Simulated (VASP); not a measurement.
# AlAs (F-43m) in VASP: notebook

Runs on AlAs. Level: r2SCAN. Tasks: single point.

Program: VASP 6.6.1. These are calculated values, not measurements. Logs are shortened: lines on timing, memory, paths and dates and some standing lists are left out, and cuts for length are marked.

## 1. The cell of the first run

Symmetry: F-43m, No. 216, cubic system. The conventional cell has a = 5.565 Å, b = 5.565 Å, c = 5.565 Å, α = 90.00°, β = 90.00°, γ = 90.00°. Al (site symmetry -43m) has 4 As at 2.41 Å within 3.2 Å. As (site symmetry -43m) has 4 Al at 2.41 Å within 3.2 Å.

## 2. Single point, r2SCAN

File POSCAR:

```
AlAs
1.0
    0.0000000000      2.7824178492      2.7824178492
    2.7824178492      0.0000000000      2.7824178492
    2.7824178492      2.7824178492      0.0000000000
Al As
1 1
Direct
    0.0000000000      0.0000000000      0.0000000000
    0.2500000000      0.2500000000      0.2500000000
```

File INCAR.step1:

```
PREC     = Accurate       # precision mode
ENCUT    = 550            # plane-wave cutoff, eV
ISMEAR   = 0              # smearing method
SIGMA    = 0.01           # smearing width, eV
LREAL    = False          # projectors in reciprocal space
LASPH    = True           # aspherical terms in the spheres
NELM     = 120            # most SCF steps
NBANDS   = 11             # bands
GGA      = PE             # functional
ALGO     = Normal         # electronic algorithm
EDIFF    = 1E-5           # SCF threshold, eV
LWAVE    = True           # write WAVECAR
LCHARG   = False          # write CHGCAR
GGA_COMPAT= False
```

File INCAR.step2:

```
PREC     = Accurate       # precision mode
ENCUT    = 550            # plane-wave cutoff, eV
EDIFF    = 1E-6           # SCF threshold, eV
ISMEAR   = 0              # smearing method
SIGMA    = 0.01           # smearing width, eV
LREAL    = False          # projectors in reciprocal space
LASPH    = True           # aspherical terms in the spheres
NELM     = 120            # most SCF steps
ALGO     = Normal         # electronic algorithm
ISIF     = 2              # what is computed and relaxed
LWAVE    = False          # write WAVECAR
LCHARG   = False          # write CHGCAR
METAGGA  = R2SCAN         # meta-GGA
LMIXTAU  = True         
NBANDS   = 11             # bands
ISTART   = 1            
GGA_COMPAT= False
```

File KPOINTS:

```
regular mesh
0
Gamma
  6 6 6
```

Potentials or basis: VASP PAW PBE potentials, release 64 (Al, As).

On the command line:

```console
> cat potpaw_PBE.64/Al/POTCAR potpaw_PBE.64/As/POTCAR > POTCAR
> cp INCAR.step1 INCAR
> mpirun -np 1 vasp_std > vasp.out
> cp INCAR.step2 INCAR
> mpirun -np 1 vasp_std > vasp.out
```

OUTCAR:

```text
PREC = Accurate
   ENCUT = 550
   EDIFF = 1E-6
   ISMEAR = 0
   LREAL = False
   LASPH = True
   NELM = 120
   ISIF = 2
   METAGGA = R2SCAN
   ISTART = 1

 ion  position               nearest neighbor table
   1  0.000  0.000  0.000-   2 2.41   2 2.41   2 2.41   2 2.41
   2  0.250  0.250  0.250-   1 2.41   1 2.41   1 2.41   1 2.41

  LATTYP: Found a face centered cubic cell.
 ALAT       =     5.5648356984

  Lattice vectors:

 A1 = (   0.0000000000,   2.7824178492,   2.7824178492)
 A2 = (   2.7824178492,   0.0000000000,   2.7824178492)
 A3 = (   2.7824178492,   2.7824178492,   0.0000000000)

Analysis of symmetry for initial positions (statically):
=====================================================================
 Subroutine PRICEL returns:
 Original cell was already a primitive cell.

 Routine SETGRP: Setting up the symmetry group for a
 face centered cubic supercell.

 Subroutine GETGRP returns: Found 24 space group operations
 (whereof 24 operations were pure point group operations)
 out of a pool of 48 trial point group operations.

The static configuration has the point symmetry T_d .

Analysis of symmetry for dynamics (positions and initial velocities):
=====================================================================
 Subroutine PRICEL returns:
 Original cell was already a primitive cell.

 Routine SETGRP: Setting up the symmetry group for a
 face centered cubic supercell.

 Subroutine GETGRP returns: Found 24 space group operations
 (whereof 24 operations were pure point group operations)
 out of a pool of 48 trial point group operations.

The dynamic configuration has the point symmetry T_d .

 Subroutine INISYM returns: Found 24 space group operations
 (whereof 24 operations are pure point group operations),
 and found     1 'primitive' translations

----------------------------------------------------------------------------------------

                                     Primitive cell

  volume of cell :      43.0821

  direct lattice vectors                    reciprocal lattice vectors
     0.000000000  2.782417849  2.782417849    -0.179699825  0.179699825  0.179699825
     2.782417849  0.000000000  2.782417849     0.179699825 -0.179699825  0.179699825
     2.782417849  2.782417849  0.000000000     0.179699825  0.179699825 -0.179699825

  length of vectors
     3.934933059  3.934933059  3.934933059     0.311249227  0.311249227  0.311249227
[... 77 lines left out ...]
   NFREE  =      0    steps in history (QN), initial steepest desc. (CG)
   ISIF   =      2    stress and relaxation
   ISYM   =      2    0-nonsym 1-usesym 2-fastsym
   POTIM  = 0.5000    time-step for ionic-motion
   TEBEG  =    0.0;   TEEND  =   0.0 temperature during run
   PSTRESS=    0.0 pullay stress
   NELECT =       8.0000    total number of electrons
   NUPDOWN=      -1.0000    fix difference up-down
   EMIN   =  10.00;   EMAX   =-10.00  energy-range for DOS
   EFERMI =   0.00;   METHOD = LEGACY
   ISMEAR =     0;   SIGMA  =   0.01  broadening in eV -4-tet -1-fermi 0-gaus
   EFERMI_NEDOS =   21; number of points for ismear=-14 and -15
   IALGO  =     38    algorithm
   IMIX   =      4    mixing-type and parameters
     AMIX     =   0.40;   BMIX     =  1.00
     AMIX_MAG =   1.60;   BMIX_MAG =  1.00
  volume/ion in A,a.u.               =      21.54       145.37
  Fermi-wavevector in a.u.,A,eV,Ry     =   0.933983  1.764973 11.868701  0.872325
  Thomas-Fermi vector in A             =   2.060741
   LORBIT       =      0    0 simple, 1 ext, 2 COOP (PROOUT), +10 PAW based schemes
   METAGGA = R2SCAN    functional components
   LHFCALC =     F    Hartree Fock is set to
   AEXX    =    0.0000 exact exchange contribution
   IVDW    =     0    specifies the selected vdW correction
   LEPSILON=     F    determine dielectric tensor
   LRPA    =     F    only Hartree local field effects (RPA)
 non-spin polarized calculation
 Gauss-broadening in eV      SIGMA  =   0.01
  energy-cutoff  :      550.00
  volume of cell :       43.08
 maximum number of plane-waves:      1283
   NGX = 15   NGY = 15   NGZ = 15

 number of electron       8.0000001 magnetization

 Free energy of the ion-electron system (eV)
  ---------------------------------------------------
  ext. energy  EPLUGINS =         0.00000000
  ---------------------------------------------------
  free energy    TOTEN  =       -22.64606030 eV

  energy without entropy =      -22.64606030  energy(sigma->0) =      -22.64606030

 E-fermi :   4.1726     XC(G=0):  -9.6518

 val. band max:        4.1156584008   @ k =   0.0000   0.0000   0.0000
 cond. band min:       5.8202724119   @ k =   0.5000   0.5000   0.0000
 fundamental gap:      1.7046140112
 Fermi energy:         4.1726421481

 k-point     1 :       0.0000    0.0000    0.0000
  band No.  band energies     occupation
      1      -8.5074      2.00000
      2       4.1157      2.00000
      3       4.1157      2.00000
      4       4.1157      2.00000
      5       7.2732      0.00000
      6       8.9224      0.00000
      7       8.9224      0.00000
      8       8.9224      0.00000
      9      13.7359      0.00000
     10      13.7359      0.00000
     11      14.1817      0.00000
[... 197 lines left out ...]
 k-point    16 :      -0.3333    0.5000    0.1667
  band No.  band energies     occupation
      1      -6.2373      2.00000
      2      -1.3321      2.00000
      3       0.9212      2.00000
      4       1.2068      2.00000
      5       7.6748      0.00000
      6       8.7785      0.00000
      7      12.0976      0.00000
      8      12.8124      0.00000
      9      15.9287      0.00000
     10      17.5456      0.00000
     11      17.9981      0.00000

------------------------ aborting loop because EDIFF is reached ----------------------------------------

  FORCE on cell =-STRESS in cart. coord.  units (eV):
  Direction    XX          YY          ZZ          XY          YZ          ZX
  --------------------------------------------------------------------------------------
  -------------------------------------------------------------------------------------
  Total        1.4017629      1.4017629      1.4017629     -0.0000000      0.0000000     -0.0000000
  in kB       52.1300432     52.1300432     52.1300432     -0.0000000      0.0000000     -0.0000000
  external PRESSURE =      52.1300432 kB  Pullay stress =       0.0000000 kB

 VOLUME and BASIS-vectors are now :
 -----------------------------------------------------------------------------
  energy-cutoff  :      550.00
  volume of cell :       43.08
      direct lattice vectors                 reciprocal lattice vectors
     0.000000000  2.782417849  2.782417849    -0.179699825  0.179699825  0.179699825
     2.782417849  0.000000000  2.782417849     0.179699825 -0.179699825  0.179699825
     2.782417849  2.782417849  0.000000000     0.179699825  0.179699825 -0.179699825

 POSITION                                       TOTAL-FORCE (eV/Angst)
 -----------------------------------------------------------------------------------
      0.00000      0.00000      0.00000         0.000000      0.000000      0.000000
      1.39121      1.39121      1.39121        -0.000000     -0.000000     -0.000000
 -----------------------------------------------------------------------------------
    total drift:                                0.000000      0.000000      0.000000

  FREE ENERGIE OF THE ION-ELECTRON SYSTEM (eV)
  ---------------------------------------------------
  free  energy   TOTEN  =       -22.6460603023 eV

  energy  without entropy=      -22.6460603023  energy(sigma->0) =      -22.64606030
```

OSZICAR.step1:

```text
N       E                     dE             d eps       ncg     rms          rms(c)
DAV:   1     0.150903315994E+02    0.15090E+02   -0.30607E+03   352   0.580E+02
DAV:   2    -0.866354281514E+01   -0.23754E+02   -0.22765E+02   466   0.898E+01
DAV:   3    -0.952522418289E+01   -0.86168E+00   -0.86026E+00   449   0.175E+01
DAV:   4    -0.953235697698E+01   -0.71328E-02   -0.71318E-02   400   0.186E+00
DAV:   5    -0.953250197048E+01   -0.14499E-03   -0.14499E-03   434   0.261E-01    0.339E+00
DAV:   6    -0.933134302926E+01    0.20116E+00   -0.32434E-01   388   0.211E+00    0.198E+00
DAV:   7    -0.929201485213E+01    0.39328E-01   -0.18183E-01   394   0.170E+00    0.696E-01
DAV:   8    -0.929262692667E+01   -0.61207E-03   -0.11356E-02   382   0.515E-01    0.105E-01
DAV:   9    -0.929275182082E+01   -0.12489E-03   -0.39071E-04   427   0.116E-01    0.570E-02
DAV:  10    -0.929286364763E+01   -0.11183E-03   -0.14545E-04   386   0.655E-02    0.699E-03
DAV:  11    -0.929286741418E+01   -0.37665E-05   -0.16346E-05   418   0.184E-02
   1 F= -.92928674E+01 E0= -.92928674E+01  d E =-.482848E-38
```

Run time: 27 s. Hardware: 1 thread of AMD EPYC 9R45 (Zen 5), shared host; peak memory 0.14 GiB.

Results:

```yaml
Free_energy: -22.6461 eV
Pressure: 5.2 GPa
Band_gap_on_the_k_mesh: 1.70 eV, indirect (least direct gap 3.16 eV)
```

Caveat: the PAW data sets were made with another functional, which shifts forces and pressure a little. A k mesh can miss the band edges.

## 3. Single point, r2SCAN

This run uses another cell than the first one, of 22.22 Å³/atom, 1.032 times its volume.

File POSCAR:

```
AlAs
1.0
    0.0000000000      2.8114034545      2.8114034545
    2.8114034545      0.0000000000      2.8114034545
    2.8114034545      2.8114034545      0.0000000000
Al As
1 1
Direct
    0.0000000000      0.0000000000      0.0000000000
    0.2500000000      0.2500000000      0.2500000000
```

File INCAR.step1:

```
SYSTEM = AlAs
PREC = Accurate ; ENCUT = 550
ISMEAR = 0 ; SIGMA = 0.01
LREAL = .False. ; LASPH = .True.
NELM = 120 ; NBANDS = 11
GGA = PE ; ALGO = Normal
EDIFF = 1E-5 ; LWAVE = .True.
LCHARG = .False. ; GGA_COMPAT = .False.
```

File INCAR.step2:

```
SYSTEM = AlAs
PREC = Accurate ; ENCUT = 550
EDIFF = 1E-6 ; ISMEAR = 0
SIGMA = 0.01 ; LREAL = .False.
LASPH = .True. ; NELM = 120
ALGO = Normal ; ISIF = 2
LWAVE = .False. ; LCHARG = .False.
METAGGA = R2SCAN ; LMIXTAU = .True.
NBANDS = 11 ; ISTART = 1
GGA_COMPAT = .False.
```

File KPOINTS:

```
Automatic mesh
0
Gamma
  6 6 6
  0 0 0
```

Potentials or basis: VASP PAW PBE potentials, release 64 (Al, As).

On the command line:

```console
> cat potpaw_PBE.64/Al/POTCAR potpaw_PBE.64/As/POTCAR > POTCAR
> cp INCAR.step1 INCAR
> mpirun -np 1 vasp_std > vasp.out
> cp INCAR.step2 INCAR
> mpirun -np 1 vasp_std > vasp.out
```

It took 27 s on 1 thread of AMD EPYC 9R45 (Zen 5), shared host; peak memory 0.14 GiB.

The run converged. Its results:

| Item | Value |
| --- | --- |
| Free energy | -22.6778 eV |
| Pressure | 2.4 GPa |
| Band gap on the k mesh | 1.76 eV, indirect (least direct gap 2.88 eV) |

Levels at points of the mesh, in eV from the valence-band top:
```tsv
k point	band 1	band 2	band 3	band 4	band 5	band 6	band 7	band 8	band 9
(0.00, 0.00, 0.00)	-12.44	0.00	0.00	0.00	2.88	4.75	4.75	4.75	9.56
(0.50, 0.00, 0.00)	-10.90	-5.79	-0.87	-0.87	2.73	5.12	5.12	8.45	12.26
(0.50, 0.50, 0.00)	-10.30	-5.61	-2.29	-2.29	1.76	2.69	11.35	11.35	12.95
```

Caveat: the PAW data sets were made with another functional, which shifts forces and pressure a little. A k mesh can miss the band edges.

(Part 1 of 2 ends here.)
